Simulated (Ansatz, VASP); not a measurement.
# One calculation of Cu, two programs

Contents of INCAR:

```
PREC = Accurate ; ENCUT = 520
EDIFF = 1E-6 ; ISMEAR = -1
SIGMA = 0.1 ; LREAL = False
LASPH = True ; NELM = 80
ALGO = Normal ; ISIF = 2
LWAVE = False ; LCHARG = False
GGA = PE ; NBANDS = 12
```

KPOINTS

```
regular mesh
0
Gamma
  25 25 25
```

File POSCAR:

```
Cu
1.0
   -1.4613320508      1.4613320508      1.4613320508
    1.4613320508     -1.4613320508      1.4613320508
    1.4613320508      1.4613320508     -1.4613320508
Cu
1
Direct
    0.0000000000      0.0000000000      0.0000000000
```

Input for Ansatz:

```yaml
crystal:
  lattice:
    - [-1.4613320508, 1.4613320508, 1.4613320508]
    - [1.4613320508, -1.4613320508, 1.4613320508]
    - [1.4613320508, 1.4613320508, -1.4613320508]
  atoms:
    - { symbol: Cu, position: [0.0, 0.0, 0.0] }
hamiltonian:
  xc: pbe
  pseudopotentials:
    kind: paw
    azcp:
      Cu: "pseudopotentials/Cu.paw.azcp"
basis:
  ecutwfc: 420
  fft_grid_basis: typed
kpoints:
  mp_grid: { grid: [25, 25, 25], shift: [0, 0, 0] }
magnetization:
  spin_polarized: false
scf:
  occupations: { method: fermi_dirac, width: 0.1 }
output:
  stress: true
```

Alike in both runs: task single point; functional PBE; k mesh 25 × 25 × 25; occupations fermi-dirac, width 0.1 eV; no spin polarisation.

```csv
,VASP,Ansatz
version,VASP 6.6.1,Ansatz 0.2.0
potentials or method,"VASP PAW PBE potentials, release 64 (Cu), cutoff 520 eV","plane waves (420 eV) with PAW, scalar-relativistic"
valence electrons in the cell,11,19
```

```csv
,VASP,Ansatz,Ansatz less VASP
pressure (GPa),-4.3,-4.8,-0.59
```

VASP's potentials hold 11 valence electrons a cell and Ansatz's 19, so a difference there can come from the potentials and not from the codes.
